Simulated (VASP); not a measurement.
# C (Fd-3m) in VASP: notebook

C is run at these levels: PBE; tasks: single point.

Everything below comes from runs of VASP 6.6.1. Logs are shortened: lines on timing, memory, paths and dates and some standing lists are left out, and cuts for length are marked.

**1. The cell of the first run**

Symmetry: Fd-3m, No. 227, cubic system. Conventional cell: a = 3.572 Å, b = 3.572 Å, c = 3.572 Å, α = 90.00°, β = 90.00°, γ = 90.00°. C (site symmetry -43m) has 4 C at 1.55 Å within 2.1 Å.

**2. Single point, PBE**

The input, INCAR:

```
  PREC = Accurate
  ENCUT = 600
  EDIFF = 1E-6
  ISMEAR = -1
  SIGMA = 0.1
  LREAL = False
  LASPH = True
  NELM = 120
  ALGO = Normal
  ISIF = 2
  LWAVE = False
  LCHARG = False
  GGA = PE
  NBANDS = 11
  GGA_COMPAT = False
```

The input, KPOINTS:

```
Automatic mesh
0
Gamma
  6 6 6
```

The input, POSCAR:

```
C
1.0
   -1.7860721799      0.0000000000      1.7860721799
    0.0000000000      1.7860721799      1.7860721799
   -1.7860721799      1.7860721799      0.0000000000
C
2
Direct
    0.0000000000      0.0000000000      0.0000000000
    0.2500000000      0.2500000000      0.2500000000
```

Potentials or basis: VASP PAW PBE potentials, release 64 (C).

On the command line:

```console
$ cat potpaw_PBE.64/C/POTCAR > POTCAR
$ mpirun -np 1 vasp_std > vasp.out
```

OUTCAR:

```text
PREC = Accurate
   ENCUT = 600
   EDIFF = 1E-6
   ISMEAR = -1
   LREAL = False
   LASPH = True
   NELM = 120
   ISIF = 2
   GGA = PE

 ion  position               nearest neighbor table
   1  0.000  0.000  0.000-   2 1.55   2 1.55   2 1.55   2 1.55
   2  0.250  0.250  0.250-   1 1.55   1 1.55   1 1.55   1 1.55

  LATTYP: Found a face centered cubic cell.
 ALAT       =     3.5721443598

  Lattice vectors:

 A1 = (  -1.7860721799,   0.0000000000,   1.7860721799)
 A2 = (   0.0000000000,   1.7860721799,   1.7860721799)
 A3 = (  -1.7860721799,   1.7860721799,   0.0000000000)

Analysis of symmetry for initial positions (statically):
=====================================================================
 Subroutine PRICEL returns:
 Original cell was already a primitive cell.

 Routine SETGRP: Setting up the symmetry group for a
 face centered cubic supercell.

 Subroutine GETGRP returns: Found 48 space group operations
 (whereof 24 operations were pure point group operations)
 out of a pool of 48 trial point group operations.

The static configuration has the point symmetry T_d .
 The point group associated with its full space group is O_h .

Analysis of symmetry for dynamics (positions and initial velocities):
=====================================================================
 Subroutine PRICEL returns:
 Original cell was already a primitive cell.

 Routine SETGRP: Setting up the symmetry group for a
 face centered cubic supercell.

 Subroutine GETGRP returns: Found 48 space group operations
 (whereof 24 operations were pure point group operations)
 out of a pool of 48 trial point group operations.

The dynamic configuration has the point symmetry T_d .
 The point group associated with its full space group is O_h .

 Subroutine INISYM returns: Found 48 space group operations
 (whereof 24 operations are pure point group operations),
 and found     1 'primitive' translations

----------------------------------------------------------------------------------------

                                     Primitive cell

  volume of cell :      11.3953

  direct lattice vectors                    reciprocal lattice vectors
    -1.786072180  0.000000000  1.786072180    -0.279943893 -0.279943893  0.279943893
     0.000000000  1.786072180  1.786072180     0.279943893  0.279943893  0.279943893
    -1.786072180  1.786072180  0.000000000    -0.279943893  0.279943893 -0.279943893

  length of vectors
     2.525887500  2.525887500  2.525887500     0.484877047  0.484877047  0.484877047

[... 79 lines left out ...]
   POTIM  = 0.5000    time-step for ionic-motion
   TEBEG  =    0.0;   TEEND  =   0.0 temperature during run
   PSTRESS=    0.0 pullay stress
   NELECT =       8.0000    total number of electrons
   NUPDOWN=      -1.0000    fix difference up-down
   EMIN   =  10.00;   EMAX   =-10.00  energy-range for DOS
   EFERMI =   0.00;   METHOD = LEGACY
   ISMEAR =    -1;   SIGMA  =   0.10  broadening in eV -4-tet -1-fermi 0-gaus
   EFERMI_NEDOS =   21; number of points for ismear=-14 and -15
   IALGO  =     38    algorithm
   IMIX   =      4    mixing-type and parameters
     AMIX     =   0.40;   BMIX     =  1.00
     AMIX_MAG =   1.60;   BMIX_MAG =  1.00
  volume/ion in A,a.u.               =       5.70        38.45
  Fermi-wavevector in a.u.,A,eV,Ry     =   1.454998  2.749548 28.803807  2.117020
  Thomas-Fermi vector in A             =   2.572084
   LORBIT       =      0    0 simple, 1 ext, 2 COOP (PROOUT), +10 PAW based schemes
   GGA     = PE    functional components
   LHFCALC =     F    Hartree Fock is set to
   AEXX    =    0.0000 exact exchange contribution
   IVDW    =     0    specifies the selected vdW correction
   LEPSILON=     F    determine dielectric tensor
   LRPA    =     F    only Hartree local field effects (RPA)
 non-spin polarized calculation
  energy-cutoff  :      600.00
  volume of cell :       11.40
 maximum number of plane-waves:       392
   NGX =  9   NGY =  9   NGZ =  9

 number of electron       7.9999999 magnetization

 Free energy of the ion-electron system (eV)
  ---------------------------------------------------
  ext. energy  EPLUGINS =         0.00000000
  ---------------------------------------------------
  free energy    TOTEN  =       -18.18119711 eV

  energy without entropy =      -18.18119711  energy(sigma->0) =      -18.18119711

 E-fermi :  11.7530     XC(G=0): -13.2264

 val. band max:        9.6664076336   @ k =   0.0000   0.0000   0.0000
 cond. band min:      13.8082380453   @ k =   0.3333   0.3333   0.0000
 fundamental gap:      4.1418304117
 Fermi energy:        11.7530176824

 k-point     1 :       0.0000    0.0000    0.0000
  band No.  band energies     occupation
      1     -11.7504      2.00000
      2       9.6664      2.00000
      3       9.6664      2.00000
      4       9.6664      2.00000
      5      15.2432      0.00000
      6      15.2432      0.00000
      7      15.2432      0.00000
      8      22.8938      0.00000
      9      28.9023      0.00000
     10      36.1502      0.00000
     11      36.1502      0.00000
[... 197 lines left out ...]
 k-point    16 :      -0.3333    0.5000    0.1667
  band No.  band energies     occupation
      1      -2.5274      2.00000
      2      -2.5274      2.00000
      3       1.8910      2.00000
      4       1.8910      2.00000
      5      17.8652      0.00000
      6      17.8652      0.00000
      7      24.1148      0.00000
      8      24.1148      0.00000
      9      31.2797      0.00000
     10      31.2797      0.00000
     11      40.2636      0.00000

------------------------ aborting loop because EDIFF is reached ----------------------------------------

  FORCE on cell =-STRESS in cart. coord.  units (eV):
  Direction    XX          YY          ZZ          XY          YZ          ZX
  --------------------------------------------------------------------------------------
  -------------------------------------------------------------------------------------
  Total       -0.0102641     -0.0102641     -0.0102641      0.0000000      0.0000000      0.0000000
  in kB       -1.4431246     -1.4431246     -1.4431246      0.0000000      0.0000000      0.0000000
  external PRESSURE =      -1.4431246 kB  Pullay stress =       0.0000000 kB

 VOLUME and BASIS-vectors are now :
 -----------------------------------------------------------------------------
  energy-cutoff  :      600.00
  volume of cell :       11.40
      direct lattice vectors                 reciprocal lattice vectors
    -1.786072180  0.000000000  1.786072180    -0.279943893 -0.279943893  0.279943893
     0.000000000  1.786072180  1.786072180     0.279943893  0.279943893  0.279943893
    -1.786072180  1.786072180  0.000000000    -0.279943893  0.279943893 -0.279943893

 POSITION                                       TOTAL-FORCE (eV/Angst)
 -----------------------------------------------------------------------------------
      0.00000      0.00000      0.00000        -0.000000      0.000000      0.000000
     -0.89304      0.89304      0.89304         0.000000     -0.000000     -0.000000
 -----------------------------------------------------------------------------------
    total drift:                               -0.000000      0.000000      0.000000

  FREE ENERGIE OF THE ION-ELECTRON SYSTEM (eV)
  ---------------------------------------------------
  free  energy   TOTEN  =       -18.1811971128 eV

  energy  without entropy=      -18.1811971126  energy(sigma->0) =      -18.18119711
```

It took 4.5 s on 1 thread of Intel Xeon 8259CL, shared host; peak memory 0.11 GiB.

What came out:

```yaml
Free_energy: -18.1812 eV
Pressure: -0.1 GPa
Band_gap_on_the_k_mesh: 4.14 eV, indirect (least direct gap 5.58 eV)
```

Levels at points of the mesh, in eV from the valence-band top:
```
           k point  band 1  band 2  band 3  band 4  band 5  band 6  band 7  band 8  band 9
(0.00, 0.00, 0.00)  -21.42    0.00    0.00    0.00    5.58    5.58    5.58   13.23   19.24
(0.50, 0.00, 0.00)  -15.67  -13.32   -2.79   -2.79    8.44    8.44    8.79   15.65   21.82
(0.50, 0.50, 0.00)  -12.73  -12.73   -6.27   -6.27    4.75    4.75   16.74   16.74   23.14
```

Caveat: the k points lie up to 0.51 Å⁻¹ apart. A hybrid or GW would open this gap; PBE tends to underestimate it.

**3. Single point, PBE**

The input, INCAR:

```
SYSTEM = C
PREC     = Accurate       ! precision mode
ENCUT    = 600            ! plane-wave cutoff, eV
EDIFF    = 1E-6           ! SCF threshold, eV
ISMEAR   = -1             ! smearing method
SIGMA    = 0.1            ! smearing width, eV
LREAL    = .FALSE.        ! projectors in reciprocal space
LASPH    = .TRUE.         ! aspherical terms in the spheres
NELM     = 120            ! most SCF steps
ALGO     = Normal         ! electronic algorithm
ISIF     = 2              ! what is computed and relaxed
LWAVE    = .FALSE.        ! write WAVECAR
LCHARG   = .FALSE.        ! write CHGCAR
GGA      = PE             ! functional
NBANDS   = 11             ! bands
GGA_COMPAT= .FALSE.
```

The input, KPOINTS:

```
regular mesh
0
G
  6 6 6
  0 0 0
```

POSCAR is that of step 2.

Potentials or basis: VASP PAW PBE potentials, release 64 (C).

On the command line:

```console
$ cat potpaw_PBE.64/C/POTCAR > POTCAR
$ mpirun -np 1 vasp_std > vasp.out
```

Run time: 4.8 s. Hardware: 1 thread of Intel Xeon 8259CL, shared host; peak memory 0.12 GiB.

It converged, with:

```yaml
Free_energy: -18.1812 eV
Pressure: -0.1 GPa
Band_gap_on_the_k_mesh: 4.14 eV, indirect (least direct gap 5.58 eV)
```

Levels at points of the mesh, in eV from the valence-band top:
```tsv
k point	band 2	band 3	band 4	band 5	band 6	band 7
(0.00, 0.00, 0.00)	0.00	0.00	0.00	5.58	5.58	5.58
(0.50, 0.00, 0.00)	-13.32	-2.79	-2.79	8.44	8.44	8.79
(0.50, 0.50, 0.00)	-12.73	-6.27	-6.27	4.75	4.75	16.74
```

Caveat: the k points lie up to 0.51 Å⁻¹ apart. A k mesh can miss the band edges.
